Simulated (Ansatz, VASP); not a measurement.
TiAl3: VASP beside Ansatz

File POSCAR:

```
TiAl3
1.0
    3.9556712500      0.0000000000      0.0000000000
    0.0000000000      3.9556712500      0.0000000000
    0.1582268500      0.0000000000      3.9556712500
Ti Al
1 3
Direct
    0.0000000000      0.0000000000      0.0000000000
    0.5000000000      0.5000000000      0.0000000000
    0.5000000000      0.0000000000      0.5000000000
    0.0000000000      0.5000000000      0.5000000000
```

File INCAR.step1:

```
SYSTEM = TiAl3
PREC     = Accurate       ! precision mode
ENCUT    = 520            ! plane-wave cutoff, eV
ISMEAR   = 0              ! smearing method
SIGMA    = 0.1            ! smearing width, eV
LREAL    = .FALSE.        ! projectors in reciprocal space
LASPH    = .TRUE.         ! aspherical terms in the spheres
NELM     = 60             ! most SCF steps
NBANDS   = 18             ! bands
GGA      = PE             ! functional
ALGO     = Normal         ! electronic algorithm
EDIFF    = 1E-4           ! SCF threshold, eV
LWAVE    = .TRUE.         ! write WAVECAR
LCHARG   = .FALSE.        ! write CHGCAR
```

Contents of INCAR.step2:

```
SYSTEM = TiAl3
PREC     = Accurate       ! precision mode
ENCUT    = 520            ! plane-wave cutoff, eV
EDIFF    = 1E-7           ! SCF threshold, eV
ISMEAR   = 0              ! smearing method
SIGMA    = 0.1            ! smearing width, eV
LREAL    = .FALSE.        ! projectors in reciprocal space
LASPH    = .TRUE.         ! aspherical terms in the spheres
NELM     = 60             ! most SCF steps
ALGO     = Normal         ! electronic algorithm
ISIF     = 2              ! what is computed and relaxed
LWAVE    = .FALSE.        ! write WAVECAR
LCHARG   = .FALSE.        ! write CHGCAR
METAGGA  = R2SCAN         ! meta-GGA
LMIXTAU  = .TRUE.       
NBANDS   = 18             ! bands
ISTART   = 1
```

The input KPOINTS:

```
Automatic mesh
0
G
  14 14 14
  0 0 0
```

Input for Ansatz:

```yaml
crystal:
  lattice:
    - [3.95567125, 0.0, 0.0]
    - [0.0, 3.95567125, 0.0]
    - [0.15822685, 0.0, 3.95567125]
  atoms:
    - { symbol: Ti, position: [0.0, 0.0, 0.0] }
    - { symbol: Al, position: [0.5, 0.5, 0.0] }
    - { symbol: Al, position: [0.5, 0.0, 0.5] }
    - { symbol: Al, position: [0.0, 0.5, 0.5] }
basis:
  ecutwfc: 500
kpoints:
  mp_grid: { grid: [14, 14, 14] }
hamiltonian:
  xc: r2scan
scf:
  occupations: { method: gaussian, width: 0.1 }
output:
  forces: true
  stress: true
  eigenvalues: true
```

Change from the starting cell: shear of c along a, cell held, atoms relaxed: +4.0 %.

Alike in both runs: task single point; functional r2SCAN; k mesh 14 × 14 × 14; occupations gaussian, width 0.1 eV; no spin polarisation.

|  | VASP | Ansatz |
| --- | --- | --- |
| version | VASP 6.6.1 | Ansatz 0.2.0 |
| potentials or method | VASP PAW PBE potentials, release 64 (Ti_sv, Al), cutoff 520 eV | scalar-relativistic, plane waves, PAW |
| valence electrons in the cell | 21 | 21 |

VASP gave:

| Property | Result |
| --- | --- |
| gap on the k mesh at the Fermi level (eV) | none |
| pressure (GPa) | 0.1 |
| traceless stress, the component that is largest in VASP (GPa) | -3.54 |

Question: Estimate Ansatz's values.

Answer: gap on the k mesh at the Fermi level (eV): none; pressure (GPa): 0.2; traceless stress, the component that is largest in VASP (GPa): -3.55.

VASP's potentials were made for PBE, not for r2SCAN. A gap of «none» marks a metal or a gap that the smearing closes.
